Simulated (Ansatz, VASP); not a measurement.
# Two plane-wave programs on O

```
CELL_PARAMETERS angstrom
2.90733 -1.69502 0.00000
2.90733 1.69502 0.00000
-2.44145 0.00000 3.71858
ATOMIC_POSITIONS crystal
O 0.97455 0.97455 0.84443
O 0.02545 0.02545 0.15557
```

Change from the starting cell: volume scaled by 1.06.

Alike in both runs: task single point; functional PBE; k mesh 10 × 10 × 7; occupations fermi-dirac, width 0.05 eV; no spin polarisation.

|  | VASP | Ansatz |
| --- | --- | --- |
| version | VASP 6.6.1 | Ansatz 0.2.0 |
| potentials or method | VASP PAW PBE potentials, release 64 (O) | Ansatz PAW |
| plane-wave cutoff (eV) | 520 | 420 |
| valence electrons in the cell | 12 | 12 |

```csv
,VASP,Ansatz,Ansatz less VASP
gap on the k mesh at the Fermi level (eV),none,none,-
pressure (GPa),-3.2,-4.6,-1.38
"traceless stress, the component that is largest in VASP (GPa)",-2.81,-5.37,-2.562
rms of the force components (eV/Å),0.488,0.999,+0.5116
```

Atom by atom the forces differ by 0.515 eV/Å (rms over components). A gap of «none» marks a metal or a gap that the smearing closes.

Noted on VASP's run: the standard files for N, O and F lose accuracy on very short bonds; spin is off for a triplet molecule. Noted on Ansatz's run: spin is off for a triplet molecule.
